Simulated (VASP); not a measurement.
Here is a VASP 6.6.1 calculation.

The input INCAR:

```
SYSTEM = Ag
ALGO = Normal ; EDIFF = 1E-6
EDIFFG = -0.03 ; ENCUT = 600
GGA = PS ; IBRION = 2
ISIF = 3 ; ISMEAR = 0
IVDW = 13 ; LASPH = .TRUE.
LCHARG = .FALSE. ; LREAL = .FALSE.
LWAVE = .FALSE. ; NELM = 100
NSW = 80 ; PREC = Accurate
SIGMA = 0.1
```

Contents of KPOINTS:

```
k-points
0
G
  6 6 6
  0 0 0
```

Contents of POSCAR:

```
Ag
1.0
    4.0900000000      0.0000000000      0.0000000000
    0.0000000000      4.0900000000      0.0000000000
    0.0000000000      0.0000000000      4.0900000000
Ag
4
Direct
    0.0000000000      0.0000000000      0.0000000000
    0.0000000000      0.5000000000      0.5000000000
    0.5000000000      0.0000000000      0.5000000000
    0.5000000000      0.5000000000      0.0000000000
```

Potentials or basis: VASP PAW PBE potentials, release 64 (Ag).

Run with:

```console
$ cat potpaw_PBE.64/Ag/POTCAR > POTCAR
$ mpirun -np 1 vasp_std > vasp.out
```

Q: What does it give for the space group after relaxing (to 0.05 Å)?

A: Fm-3m (No. 225).

Q: Predict the band gap on the k mesh.

A: Zero (band 22 reaches 10.42 eV, above the bottom of band 23 at 8.33 eV).

The path:
```csv
step,energy change (eV),largest force (eV/Å),pressure (GPa),volume (Å³)
1,0.0000,0.0000,-5.86,68.42
2,-0.0229,0.0000,5.85,62.41
3,-0.0671,0.0000,-0.04,64.96
```

Caveat: the PAW data sets were made with another functional, which shifts forces and pressure a little; pairwise dispersion overbinds metals, which lowers pressure and volume.
